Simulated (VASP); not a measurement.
Here is a VASP 6.6.1 calculation.

The input INCAR:

```
SYSTEM = Ru
PREC = Accurate
ENCUT = 560
EDIFF = 1E-6
ISMEAR = -1
SIGMA = 0.08
LREAL = .False.
LASPH = .True.
NELM = 120
ALGO = Normal
ISIF = 2
LWAVE = .False.
LCHARG = .True.
GGA = PE
LELF = .True.
LVHAR = .True.
NBANDS = 23
GGA_COMPAT = .False.
```

Contents of KPOINTS:

```
Automatic mesh
0
Gamma
  18 18 10
  0 0 0
```

POSCAR

```
Ru
1.0
    2.3824310530      0.0000000000      0.0000000000
   -1.1912155265      2.0632458147      0.0000000000
    0.0000000000      0.0000000000      3.8098864761
Ru
2
Direct
    0.3333333333      0.6666666667      0.2500000000
    0.6666666667      0.3333333333      0.7500000000
```

Potentials or basis: VASP PAW PBE potentials, release 64 (Ru_sv).

Run with:

```sh
$ cat potpaw_PBE.64/Ru_sv/POTCAR > POTCAR
$ mpirun -np 1 vasp_std > vasp.out
```

Question: What does it give for the band gap on the k mesh?

Answer: Zero (bands 16 and 17 overlap by 5.57 eV).

Question: What does it give for the pressure?

Answer: 293.7 GPa.

Stress tensor (GPa, compression positive):
```
293.77   0.00   0.00
  0.00 293.77   0.00
  0.00   0.00 293.61
```

Caveat: the cell stands under pressure.
